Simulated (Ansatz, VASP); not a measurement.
## Two plane-wave programs on GdB

INCAR

```
ALGO = Normal
EDIFF = 1E-6
ENCUT = 520
GGA = PS
ISIF = 2
ISMEAR = 0
ISPIN = 2
LASPH = True
LCHARG = False
LMAXMIX = 6
LORBIT = 11
LREAL = False
LWAVE = False
MAGMOM = 7.8 0
NBANDS = 22
NELM = 150
PREC = Accurate
SIGMA = 0.05
```

The input KPOINTS:

```
k-points
0
Gamma
  10 10 10
```

The input POSCAR:

```
GdB
1.0
    0.0000000000      2.6723886532      2.6723886532
    2.6723886532      0.0000000000      2.6723886532
    2.6723886532      2.6723886532      0.0000000000
Gd B
1 1
Direct
    0.5000000000      0.5000000000      0.5000000000
    0.0000000000      0.0000000000      0.0000000000
```

Input for Ansatz:

```yaml
crystal:
  lattice:
    - [0.0, 2.6723886532, 2.6723886532]
    - [2.6723886532, 0.0, 2.6723886532]
    - [2.6723886532, 2.6723886532, 0.0]
  atoms:
    - { symbol: Gd, position: [0.5, 0.5, 0.5], spin: 7.8 }
    - { symbol: B, position: [0.0, 0.0, 0.0] }
basis:
  ecutwfc: 420
  ecutrho_ratio: 4
kpoints:
  mp_grid: { grid: [10, 10, 10] }
hamiltonian:
  xc: pbesol
scf:
  occupations: { method: gaussian, width: 0.05 }
output:
  forces: true
  stress: true
  eigenvalues: true
  populations: true
magnetization:
  spin_polarized: true
```

Alike in both runs: task single point; functional PBEsol; k mesh 10 × 10 × 10; occupations gaussian, width 0.05 eV; collinear spin.

|  | VASP | Ansatz |
| --- | --- | --- |
| version | VASP 6.6.1 | Ansatz 0.2.0 |
| potentials or method | VASP PAW PBE potentials, release 64 (Gd, B), cutoff 520 eV | scalar-relativistic, plane waves, PAW |
| valence electrons in the cell | 21 | 21 |

```csv
,VASP,Ansatz,Ansatz less VASP
gap on the k mesh at the Fermi level (eV),none,none,-
pressure (GPa),-1.2,-1.2,-0.04
net moment per atom (μB),4.02,4.02,+0.003
size of the moment on the site where the two differ most (μB),0.22,0.38,+0.161
```

VASP's potentials were made for PBE, not for PBEsol. Site moments also hang on the region over which each program counts them. A gap of «none» marks a metal or a gap that the smearing closes. Ansatz's warnings: given moment on shells.

Spin-orbit coupling is off throughout.
